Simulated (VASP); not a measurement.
# LiCl (Pm-3m) in VASP: single point with r2SCAN0

Aim: the single point of LiCl with r2SCAN0.

All numbers are computed with VASP 6.6.1; they aren't measurements. Logs are shortened: lines on timing, memory, paths and dates and some standing lists are left out, and cuts for length are marked.

## Step 1: The cell of the first run

Symmetry: Pm-3m, No. 221, cubic system. The conventional cell has a = 3.271 Å, b = 3.271 Å, c = 3.271 Å, α = 90.00°, β = 90.00°, γ = 90.00°. Within 3.7 Å of Li (site symmetry m-3m) lie 8 Cl at 2.83 Å and 6 Li at 3.27 Å. Within 3.7 Å of Cl (site symmetry m-3m) lie 8 Li at 2.83 Å and 6 Cl at 3.27 Å.

## Step 2: Single point, r2SCAN0

The input, POSCAR:

```
LiCl
1.0
    3.2711235786      0.0000000000      0.0000000000
    0.0000000000      3.2711235786      0.0000000000
    0.0000000000      0.0000000000      3.2711235786
Li Cl
1 1
Direct
    0.0000000000      0.0000000000      0.0000000000
    0.5000000000      0.5000000000      0.5000000000
```

The input, INCAR.step1:

```
PREC = Accurate
ENCUT = 520
EDIFF = 1E-5
ISMEAR = 0
SIGMA = 0.01
LREAL = F
LASPH = T
NELM = 80
ALGO = Normal
ISIF = 2
LWAVE = T
LCHARG = F
NBANDS = 12
GGA = PE
```

The input, INCAR.step2:

```
PREC = Accurate
ENCUT = 520
EDIFF = 1E-6
ISMEAR = 0
SIGMA = 0.01
LREAL = F
LASPH = T
NELM = 80
ALGO = Normal
ISIF = 2
LWAVE = F
LCHARG = F
METAGGA = R2SCAN
LHFCALC = T
AEXX = 0.25
LMIXTAU = T
PRECFOCK = Normal
NBANDS = 12
ISTART = 1
```

The input, KPOINTS:

```
Automatic mesh
0
Gamma
  6 6 6
```

Potentials or basis: VASP PAW PBE potentials, release 64 (Li_sv, Cl).

Command:

```bash
$ cat potpaw_PBE.64/Li_sv/POTCAR potpaw_PBE.64/Cl/POTCAR > POTCAR
$ cp INCAR.step1 INCAR
$ mpirun -np 1 vasp_std > vasp.out
$ cp INCAR.step2 INCAR
$ mpirun -np 1 vasp_std > vasp.out
```

OUTCAR:

```text
PREC = Accurate
   ENCUT = 520
   EDIFF = 1E-6
   ISMEAR = 0
   LREAL = F
   LASPH = T
   NELM = 80
   ISIF = 2
   METAGGA = R2SCAN
   LHFCALC = T
   AEXX = 0.25
   PRECFOCK = Normal
   ISTART = 1

 ion  position               nearest neighbor table
   1  0.000  0.000  0.000-
   2  0.500  0.500  0.500-

  LATTYP: Found a simple cubic cell.
 ALAT       =     3.2711235786

  Lattice vectors:

 A1 = (   3.2711235786,   0.0000000000,   0.0000000000)
 A2 = (   0.0000000000,   3.2711235786,   0.0000000000)
 A3 = (   0.0000000000,   0.0000000000,   3.2711235786)

Analysis of symmetry for initial positions (statically):
=====================================================================
 Subroutine PRICEL returns:
 Original cell was already a primitive cell.

 Routine SETGRP: Setting up the symmetry group for a
 simple cubic supercell.

 Subroutine GETGRP returns: Found 48 space group operations
 (whereof 48 operations were pure point group operations)
 out of a pool of 48 trial point group operations.

The static configuration has the point symmetry O_h .

Analysis of symmetry for dynamics (positions and initial velocities):
=====================================================================
 Subroutine PRICEL returns:
 Original cell was already a primitive cell.

 Routine SETGRP: Setting up the symmetry group for a
 simple cubic supercell.

 Subroutine GETGRP returns: Found 48 space group operations
 (whereof 48 operations were pure point group operations)
 out of a pool of 48 trial point group operations.

The dynamic configuration has the point symmetry O_h .

 Subroutine INISYM returns: Found 48 space group operations
 (whereof 48 operations are pure point group operations),
 and found     1 'primitive' translations

----------------------------------------------------------------------------------------

                                     Primitive cell

  volume of cell :      35.0018

  direct lattice vectors                    reciprocal lattice vectors
     3.271123579  0.000000000  0.000000000     0.305705357  0.000000000  0.000000000
     0.000000000  3.271123579  0.000000000     0.000000000  0.305705357  0.000000000
     0.000000000  0.000000000  3.271123579     0.000000000  0.000000000  0.305705357

  length of vectors
     3.271123579  3.271123579  3.271123579     0.305705357  0.305705357  0.305705357

  position of ions in fractional coordinates (direct lattice)
     0.000000000  0.000000000  0.000000000
     0.500000000  0.500000000  0.500000000

  ion indices of the primitive-cell ions
   primitive index   ion index
                 1           1
                 2           2

----------------------------------------------------------------------------------------

 KPOINTS: Automatic mesh

Automatic generation of k-mesh.
 Grid dimensions read from file:
 generate k-points for:    6    6    6

 Generating k-lattice:

  Cartesian coordinates                     Fractional coordinates (reciprocal lattice)
     0.050950893  0.000000000  0.000000000     0.166666667  0.000000000  0.000000000
     0.000000000  0.050950893  0.000000000     0.000000000  0.166666667  0.000000000
     0.000000000  0.000000000  0.050950893     0.000000000  0.000000000  0.166666667

  Length of vectors
     0.050950893  0.050950893  0.050950893

  Shift w.r.t. Gamma in fractional coordinates (k-lattice)
     0.000000000  0.000000000  0.000000000

 Subroutine IBZKPT returns following result:
 ===========================================

 Found     20 irreducible k-points:

 Following reciprocal coordinates:
            Coordinates               Weight
  0.000000  0.000000  0.000000      1.000000
  0.166667  0.000000  0.000000      6.000000
  0.333333  0.000000  0.000000      6.000000
  0.500000  0.000000  0.000000      3.000000
  0.166667  0.166667  0.000000     12.000000
  0.333333  0.166667  0.000000     24.000000
[... 12 lines left out ...]
  0.500000  0.500000  0.333333      6.000000
  0.500000  0.500000  0.500000      1.000000
   k-points           NKPTS =     20   k-points in BZ     NKDIM =    216   number of bands    NBANDS=     12
   number of dos      NEDOS =    301   number of ions     NIONS =      2
   total plane-waves  NPLWV =  13824
   dimension x,y,z NGX =    24 NGY =   24 NGZ =   24
   dimension x,y,z NGXF=    48 NGYF=   48 NGZF=   48
   ions per type =               1   1
   NGX,Y,Z   is equivalent  to a cutoff of  12.20, 12.20, 12.20 a.u.
   NGXF,Y,Z  is equivalent  to a cutoff of  24.39, 24.39, 24.39 a.u.
 SYSTEM =  unknown system
   PREC   = accura    normal or accurate (medium, high low for compatibility)
   ISTART =      1    job   : 0-new  1-cont  2-samecut
   ICHARG =      0    charge: 1-file 2-atom 10-const
   ISPIN  =      1    spin polarized calculation?
   LNONCOLLINEAR =      F non collinear calculations
   LSORBIT =      F    spin-orbit coupling
   LASPH  =      T    aspherical Exc in radial PAW
   ENCUT  =  520.0 eV  38.22 Ry    6.18 a.u.   6.08  6.08  6.08*2*pi/ulx,y,z
   NELM   =     80;   NELMIN=  2; NELMDL=  0     # of ELM steps
   EDIFF  = 0.1E-05   stopping-criterion for ELM
   LREAL  =      F    real-space projection
   EDIFFG = 0.1E-04   stopping-criterion for IOM
   NSW    =      0    number of steps for IOM
   IBRION =     -1    ionic relax: 0-MD 1-quasi-New 2-CG
   NFREE  =      0    steps in history (QN), initial steepest desc. (CG)
   ISIF   =      2    stress and relaxation
   ISYM   =      3    0-nonsym 1-usesym 2-fastsym
   POTIM  = 0.5000    time-step for ionic-motion
   TEBEG  =    0.0;   TEEND  =   0.0 temperature during run
   PSTRESS=    0.0 pullay stress
   NELECT =      10.0000    total number of electrons
   NUPDOWN=      -1.0000    fix difference up-down
   EMIN   =  10.00;   EMAX   =-10.00  energy-range for DOS
   EFERMI =   0.00;   METHOD = LEGACY
   ISMEAR =     0;   SIGMA  =   0.01  broadening in eV -4-tet -1-fermi 0-gaus
   EFERMI_NEDOS =   21; number of points for ismear=-14 and -15
   IALGO  =     38    algorithm
   IMIX   =      1    mixing-type and parameters
     AMIX     =   0.40;   BMIX     =  1.00
     AMIX_MAG =   1.60;   BMIX_MAG =  1.00
  volume/ion in A,a.u.               =      17.50       118.10
  Fermi-wavevector in a.u.,A,eV,Ry     =   1.078230  2.037558 15.817846  1.162579
  Thomas-Fermi vector in A             =   2.214163
   LORBIT       =      0    0 simple, 1 ext, 2 COOP (PROOUT), +10 PAW based schemes
   METAGGA = R2SCAN    functional components
   LHFCALC =     T    Hartree Fock is set to
   PRECFOCK=normal    Normal, Fast or Accurate (Low or Medium for compatibility)
   ENCUT4O =  -1.0   cutoff for four orbital integrals eV
   NKREDX  =     1    reduce k-point grid by
   NKREDY  =     1    reduce k-point grid by
   NKREDZ  =     1    reduce k-point grid by
   AEXX    =    0.2500 exact exchange contribution
   HFSCREEN=    0.0000 screening length (either q_TF or 0.3 A-1)
   HFSCREENC=   0.0000 screening length for correlation (either q_TF or 0.3 A-1)
   ENCUTFOCK=  -1.0 apply spherical cutoff to Coloumb kernel
   IVDW    =     0    specifies the selected vdW correction
   LEPSILON=     F    determine dielectric tensor
   LRPA    =     F    only Hartree local field effects (RPA)
 non-spin polarized calculation
 Gauss-broadening in eV      SIGMA  =   0.01
  energy-cutoff  :      520.00
  volume of cell :       35.00
 maximum number of plane-waves:       968
  NGX = 20; NGY = 20; NGZ = 20

 number of electron      10.0000013 magnetization

 Free energy of the ion-electron system (eV)
  ---------------------------------------------------
  ext. energy  EPLUGINS =         0.00000000
  ---------------------------------------------------
  free energy    TOTEN  =       -12.21317431 eV

  energy without entropy =      -12.21317431  energy(sigma->0) =      -12.21317431

 E-fermi :   0.1703     XC(G=0):  -7.0618

 val. band max:        0.0812447554   @ k =   0.5000   0.5000   0.0000
 cond. band min:       7.0859582538   @ k =   0.0000   0.0000   0.0000
 fundamental gap:      7.0047134984
 Fermi energy:         0.1702942737

 k-point     1 :       0.0000    0.0000    0.0000
  band No.  band energies     occupation
      1     -49.1147      2.00000
      2     -15.9116      2.00000
      3      -0.8262      2.00000
      4      -0.8262      2.00000
      5      -0.8262      2.00000
      6       7.0860      0.00000
      7      11.2665      0.00000
      8      11.2665      0.00000
      9      16.5814      0.00000
     10      16.5814      0.00000
     11      16.5814      0.00000
     12      20.1966      0.00000

 k-point     2 :       0.1667    0.0000    0.0000
  band No.  band energies     occupation
      1     -49.1142      2.00000
      2     -15.7812      2.00000
      3      -1.9047      2.00000
      4      -0.7056      2.00000
      5      -0.7056      2.00000
      6       7.6838      0.00000
      7      11.6165      0.00000
      8      11.9976      0.00000
      9      15.4187      0.00000
     10      15.4187      0.00000
     11      16.7638      0.00000
     12      20.4097      0.00000

 k-point     3 :       0.3333    0.0000    0.0000
  band No.  band energies     occupation
      1     -49.1129      2.00000
      2     -15.4986      2.00000
      3      -3.5562      2.00000
      4      -0.4475      2.00000
      5      -0.4475      2.00000
      6       8.2989      0.00000
      7      12.5646      0.00000
      8      12.6426      0.00000
      9      13.7773      0.00000
     10      13.7773      0.00000
     11      18.7709      0.00000
     12      19.0913      0.00000

 k-point     4 :       0.5000    0.0000    0.0000
  band No.  band energies     occupation
      1     -49.1122      2.00000
      2     -15.3444      2.00000
      3      -4.2523      2.00000
      4      -0.3087      2.00000
      5      -0.3087      2.00000
      6       8.4989      0.00000
      7      12.6029      0.00000
      8      13.1039      0.00000
      9      13.1039      0.00000
     10      13.3434      0.00000
     11      17.2288      0.00000
     12      21.1986      0.00000

 k-point     5 :       0.1667    0.1667    0.0000
  band No.  band energies     occupation
      1     -49.1136      2.00000
      2     -15.6508      2.00000
      3      -1.8381      2.00000
      4      -1.7019      2.00000
      5      -0.5910      2.00000
      6       8.3984      0.00000
      7      11.8838      0.00000
      8      12.3251      0.00000
      9      14.4431      0.00000
     10      15.0986      0.00000
     11      17.1998      0.00000
     12      18.7290      0.00000
[... 168 lines left out ...]
      1     -49.1092      2.00000
      2     -14.6999      2.00000
      3      -2.7213      2.00000
      4      -2.4288      2.00000
      5      -2.4288      2.00000
      6       9.2913      0.00000
      7       9.2913      0.00000
      8       9.3540      0.00000
      9      15.4216      0.00000
     10      18.3820      0.00000
     11      18.3820      0.00000
     12      18.8162      0.00000

 k-point    18 :       0.5000    0.3333    0.3333
  band No.  band energies     occupation
      1     -49.1086      2.00000
      2     -14.5569      2.00000
      3      -3.1683      2.00000
      4      -2.4315      2.00000
      5      -2.1870      2.00000
      6       8.4386      0.00000
      7       8.6744      0.00000
      8       9.3195      0.00000
      9      15.8550      0.00000
     10      18.1653      0.00000
     11      18.6981      0.00000
     12      20.5720      0.00000

 k-point    19 :       0.5000    0.5000    0.3333
  band No.  band energies     occupation
      1     -49.1080      2.00000
      2     -14.4182      2.00000
      3      -2.9309      2.00000
      4      -2.9309      2.00000
      5      -2.0754      2.00000
      6       7.6746      0.00000
      7       8.5652      0.00000
      8       8.5652      0.00000
      9      15.6610      0.00000
     10      18.8233      0.00000
     11      20.9618      0.00000
     12      20.9618      0.00000

 k-point    20 :       0.5000    0.5000    0.5000
  band No.  band energies     occupation
      1     -49.1075      2.00000
      2     -14.2854      2.00000
      3      -2.6684      2.00000
      4      -2.6684      2.00000
      5      -2.6684      2.00000
      6       7.6539      0.00000
      7       7.6539      0.00000
      8       7.6539      0.00000
      9      15.3578      0.00000
     10      22.1493      0.00000
     11      22.1493      0.00000
     12      22.1493      0.00000

------------------------ aborting loop because EDIFF is reached ----------------------------------------

  FORCE on cell =-STRESS in cart. coord.  units (eV):
  Direction    XX          YY          ZZ          XY          YZ          ZX
  --------------------------------------------------------------------------------------
  -------------------------------------------------------------------------------------
  Total       -0.1615157     -0.1615157     -0.1615157      0.0000000      0.0000000      0.0000000
  in kB       -7.3932326     -7.3932326     -7.3932326      0.0000000      0.0000000      0.0000000
  external PRESSURE =      -7.3932326 kB  Pullay stress =       0.0000000 kB

 VOLUME and BASIS-vectors are now :
 -----------------------------------------------------------------------------
  energy-cutoff  :      520.00
  volume of cell :       35.00
      direct lattice vectors                 reciprocal lattice vectors
     3.271123579  0.000000000  0.000000000     0.305705357  0.000000000  0.000000000
     0.000000000  3.271123579  0.000000000     0.000000000  0.305705357  0.000000000
     0.000000000  0.000000000  3.271123579     0.000000000  0.000000000  0.305705357

 POSITION                                       TOTAL-FORCE (eV/Angst)
 -----------------------------------------------------------------------------------
      0.00000      0.00000      0.00000         0.000000      0.000000      0.000000
      1.63556      1.63556      1.63556         0.000000      0.000000      0.000000
 -----------------------------------------------------------------------------------
    total drift:                                0.000000     -0.000000     -0.000000

  FREE ENERGIE OF THE ION-ELECTRON SYSTEM (eV)
  ---------------------------------------------------
  free  energy   TOTEN  =       -12.2131743111 eV

  energy  without entropy=      -12.2131743111  energy(sigma->0) =      -12.21317431
```

Run time: 6.2 min. Hardware: 1 thread of Intel Xeon Platinum 8488C (Sapphire Rapids), shared host; peak memory 0.15 GiB.

Results:

* Free energy: -12.2132 eV
* Band gap on the k mesh: 7.00 eV, indirect (least direct gap 7.65 eV)

Levels at points of the mesh, in eV from the valence-band top:
```
           k point  band 2  band 3  band 4  band 5  band 6  band 7  band 8  band 9
(0.00, 0.00, 0.00)  -15.99   -0.91   -0.91   -0.91    7.00   11.19   11.19   16.50
(0.50, 0.00, 0.00)  -15.43   -4.33   -0.39   -0.39    8.42   12.52   13.02   13.02
(0.50, 0.50, 0.00)  -14.86   -3.67   -3.67    0.00    7.65   12.75   12.75   13.39
(0.50, 0.50, 0.50)  -14.37   -2.75   -2.75   -2.75    7.57    7.57    7.57   15.28
```

Caveat: the cutoff is under 1.25 times the usual one of these potentials, so pressure, stress and relaxed cells hold a basis-set (Pulay) error; the PAW data sets were made with another functional, which shifts forces and pressure a little. A k mesh can miss the band edges.
